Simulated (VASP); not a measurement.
# Mn (Fm-3m) in VASP: further runs, part 3 of 3

VASP 6.6.1. Earlier steps stand in the parts before.

### Step 5. Single point, r2SCAN, collinear spin, ferromagnetic start (17.35 Å³/atom)

This run uses another cell than the first one, of 17.35 Å³/atom.

POSCAR

```
Mn
1.0
    0.0000000000      2.0548411635      2.0548411635
    2.0548411635      0.0000000000      2.0548411635
    2.0548411635      2.0548411635      0.0000000000
Mn
1
Direct
    0.0000000000      0.0000000000      0.0000000000
```

INCAR.step1

```
ALGO = Normal
EDIFF = 1E-4
ENCUT = 520
GGA = PE
ISMEAR = -1
ISPIN = 2
LASPH = T
LCHARG = F
LMAXMIX = 4
LREAL = F
LWAVE = T
MAGMOM = 3.802
NBANDS = 16
NELM = 150
PREC = Accurate
SIGMA = 0.05
```

INCAR.step2

```
ALGO = Normal
EDIFF = 1E-6
ENCUT = 520
ISIF = 2
ISMEAR = -1
ISPIN = 2
ISTART = 1
LASPH = T
LCHARG = F
LMAXMIX = 4
LMIXTAU = T
LORBIT = 11
LREAL = F
LWAVE = F
MAGMOM = 3.802
METAGGA = R2SCAN
NBANDS = 16
NELM = 150
PREC = Accurate
SIGMA = 0.05
```

KPOINTS

```
k-points
0
Gamma
  15 15 15
```

Potentials or basis: VASP PAW PBE potentials, release 64 (Mn_pv).

On the command line:

```console
cat potpaw_PBE.64/Mn_pv/POTCAR > POTCAR
cp INCAR.step1 INCAR
mpirun -np 1 vasp_std > vasp.out
cp INCAR.step2 INCAR
mpirun -np 1 vasp_std > vasp.out
```

OUTCAR:

```text
EDIFF = 1E-6
   ENCUT = 520
   ISIF = 2
   ISMEAR = -1
   ISPIN = 2
   ISTART = 1
   LASPH = T
   LORBIT = 11
   LREAL = F
   METAGGA = R2SCAN
   NELM = 150
   PREC = Accurate

 ion  position               nearest neighbor table
   1  0.000  0.000  0.000-

  LATTYP: Found a face centered cubic cell.
 ALAT       =     4.1096823270

  Lattice vectors:

 A1 = (   0.0000000000,   2.0548411635,   2.0548411635)
 A2 = (   2.0548411635,   0.0000000000,   2.0548411635)
 A3 = (   2.0548411635,   2.0548411635,   0.0000000000)

Analysis of symmetry for initial positions (statically):
=====================================================================
 Subroutine PRICEL returns:
 Original cell was already a primitive cell.

 Routine SETGRP: Setting up the symmetry group for a
 face centered cubic supercell.

 Subroutine GETGRP returns: Found 48 space group operations
 (whereof 48 operations were pure point group operations)
 out of a pool of 48 trial point group operations.

The static configuration has the point symmetry O_h .

Analysis of symmetry for dynamics (positions and initial velocities):
=====================================================================
 Subroutine PRICEL returns:
 Original cell was already a primitive cell.

 Routine SETGRP: Setting up the symmetry group for a
 face centered cubic supercell.

 Subroutine GETGRP returns: Found 48 space group operations
 (whereof 48 operations were pure point group operations)
 out of a pool of 48 trial point group operations.

The dynamic configuration has the point symmetry O_h .

Analysis of structural, dynamic, and magnetic symmetry:
=====================================================================
 Subroutine PRICEL returns:
 Original cell was already a primitive cell.

 Routine SETGRP: Setting up the symmetry group for a
 face centered cubic supercell.

 Subroutine GETGRP returns: Found 48 space group operations
 (whereof 48 operations were pure point group operations)
 out of a pool of 48 trial point group operations.

[... 133 lines left out ...]
 NGX is ok and might be reduce to    24
   NGX = 11   NGY = 11   NGZ = 11

 number of electron      13.0000008 magnetization       3.9799022

 Free energy of the ion-electron system (eV)
  ---------------------------------------------------
  ext. energy  EPLUGINS =         0.00000000
  ---------------------------------------------------
  free energy    TOTEN  =       -14.53827650 eV

  energy without entropy =      -14.53016247  energy(sigma->0) =      -14.53421948

 E-fermi :   6.0017     XC(G=0): -12.2420

 val. band max:        5.9779215428   @ k =  -0.3333   0.4667   0.2000
 cond. band min:       6.0213110537   @ k =  -0.2667   0.3333   0.1333
 fundamental gap:      0.0433895109
 Fermi energy:         6.0016519938

 spin component 1

 k-point     1 :       0.0000    0.0000    0.0000
  band No.  band energies     occupation
      1     -46.0505      1.00000
      2     -46.0505      1.00000
      3     -46.0504      1.00000
      4      -1.7124      1.00000
      5       3.0101      1.00000
      6       3.0101      1.00000
[... 435 lines left out ...]
      5       2.6700      1.00000
      6       3.2613      1.00000
[... 8 lines left out ...]
     15      30.9584      0.00000
     16      31.1641      0.00000

 [... further k-points ...]

 spin component 2

 k-point     1 :       0.0000    0.0000    0.0000
  band No.  band energies     occupation
      1     -40.5490      1.00000
      2     -40.5490      1.00000
      3     -40.5488      1.00000
      4      -1.5379      1.00000
      5       7.8388      0.00000
      6       7.8390      0.00000
[... 435 lines left out ...]
      5       7.1881      0.00000
      6       8.1462      0.00000
[... 8 lines left out ...]
     15      32.8314      0.00000
     16      33.8719      0.00000

 [... further k-points ...]

------------------------ aborting loop because EDIFF is reached ----------------------------------------

  FORCE on cell =-STRESS in cart. coord.  units (eV):
  Direction    XX          YY          ZZ          XY          YZ          ZX
  --------------------------------------------------------------------------------------
  -------------------------------------------------------------------------------------
  Total       -0.7801649     -0.7801649     -0.7801649     -0.0000000     -0.0000000     -0.0000000
  in kB      -72.0331188    -72.0331188    -72.0331188     -0.0000000     -0.0000000     -0.0000000
  external PRESSURE =     -72.0331188 kB  Pullay stress =       0.0000000 kB

 VOLUME and BASIS-vectors are now :
 -----------------------------------------------------------------------------
  energy-cutoff  :      520.00
  volume of cell :       17.35
      direct lattice vectors                 reciprocal lattice vectors
     0.000000000  2.054841163  2.054841163    -0.243327810  0.243327810  0.243327810
     2.054841163  0.000000000  2.054841163     0.243327810 -0.243327810  0.243327810
     2.054841163  2.054841163  0.000000000     0.243327810  0.243327810 -0.243327810

 POSITION                                       TOTAL-FORCE (eV/Angst)
 -----------------------------------------------------------------------------------
      0.00000      0.00000      0.00000         0.000000      0.000000     -0.000000
 -----------------------------------------------------------------------------------
    total drift:                                0.000000      0.000000     -0.000000

  FREE ENERGIE OF THE ION-ELECTRON SYSTEM (eV)
  ---------------------------------------------------
  free  energy   TOTEN  =       -14.5382765011 eV

  energy  without entropy=      -14.5301624665  energy(sigma->0) =      -14.53421948

 total charge

# of ion       s       p       d       tot
------------------------------------------
    1        0.329   6.194   4.902  11.425

 magnetization (x)

# of ion       s       p       d       tot
------------------------------------------
    1       -0.008  -0.007   3.918   3.903
```

OUTCAR.step1:

```text
EDIFF = 1E-4
   ENCUT = 520
   GGA = PE
   ISMEAR = -1
   ISPIN = 2
   LASPH = T
[... 1147 lines left out ...]

 POSITION                                       TOTAL-FORCE (eV/Angst)
 -----------------------------------------------------------------------------------
      0.00000      0.00000      0.00000         0.000000     -0.000000      0.000000
 -----------------------------------------------------------------------------------
    total drift:                                0.000000      0.000000      0.000000

  FREE ENERGIE OF THE ION-ELECTRON SYSTEM (eV)
  ---------------------------------------------------
  free  energy   TOTEN  =        -8.2784527430 eV

  energy  without entropy=       -8.2683436699  energy(sigma->0) =       -8.27339821
```

OSZICAR.step1:

```text
N       E                     dE             d eps       ncg     rms          rms(c)
DAV:   1     0.933802284896E+02    0.93380E+02   -0.72919E+03  7720   0.947E+02
DAV:   2    -0.664205387250E+01   -0.10002E+03   -0.94577E+02  8392   0.263E+02
DAV:   3    -0.890782296226E+01   -0.22658E+01   -0.22599E+01  9128   0.433E+01
DAV:   4    -0.892378611198E+01   -0.15963E-01   -0.15963E-01  9136   0.356E+00
DAV:   5    -0.892401097843E+01   -0.22487E-03   -0.22486E-03  9280   0.418E-01    0.874E+00
DAV:   6    -0.829052246513E+01    0.63349E+00   -0.23922E+00  9000   0.255E+01    0.851E+00
DAV:   7    -0.827544035782E+01    0.15082E-01   -0.32351E-01  8704   0.813E+00    0.289E+00
DAV:   8    -0.828227416784E+01   -0.68338E-02   -0.16755E-02  8688   0.120E+00    0.146E+00
DAV:   9    -0.827776525360E+01    0.45089E-02   -0.42065E-03  8848   0.634E-01    0.475E-01
DAV:  10    -0.827831562587E+01   -0.55037E-03   -0.17245E-03  8376   0.308E-01    0.759E-02
DAV:  11    -0.827844988811E+01   -0.13426E-03   -0.10933E-04  8088   0.806E-02    0.291E-02
DAV:  12    -0.827845274298E+01   -0.28549E-05   -0.40699E-06  4256   0.204E-02
   1 F= -.82784527E+01 E0= -.82733982E+01  d E =-.101091E-01  mag=     3.7445
```

It took 1.7 min on 1 thread of Intel Xeon 6975P-C (Granite Rapids), shared host; peak memory 0.19 GiB.

What came out:

* Free energy: -14.5383 eV
* Pressure: -7.2 GPa
* Net moment: 3.98 μB per cell
* Site moments: Mn +3.90 μB
* Valence electrons inside the program's atomic spheres: Mn 11.43

Caveat: the cell stands under tension; the PAW data sets were made with another functional, which shifts forces and pressure a little.

### Step 6. Summary

```csv
cell,gap on the mesh (eV),pressure (GPa),moment (μB)
"a = 2.798 Å, angles 60.0°, 1 atom",none,0.3,3.84
"a = 2.835 Å, angles 60.0°, 1 atom",none,-2.1,3.92
"a = 2.871 Å, angles 60.0°, 1 atom",none,-4.9,3.95
"a = 2.906 Å, angles 60.0°, 1 atom",none,-7.2,3.98
```

Alike in all rows: task single point; level r2SCAN; potentials or basis VASP PAW PBE potentials, release 64 (Mn_pv); spin collinear, ferromagnetic start; k mesh 15 × 15 × 15; cutoff (eV) 520; smearing fermi-dirac 0.05 eV.

Caveats: the PAW data sets were made with another functional, which shifts forces and pressure a little; the cell stands under tension (at least some runs).

Absolute energies hang on the potentials; compare differences alone.

The gap in the log of VASP goes by the Fermi energy; the results here count the filled bands.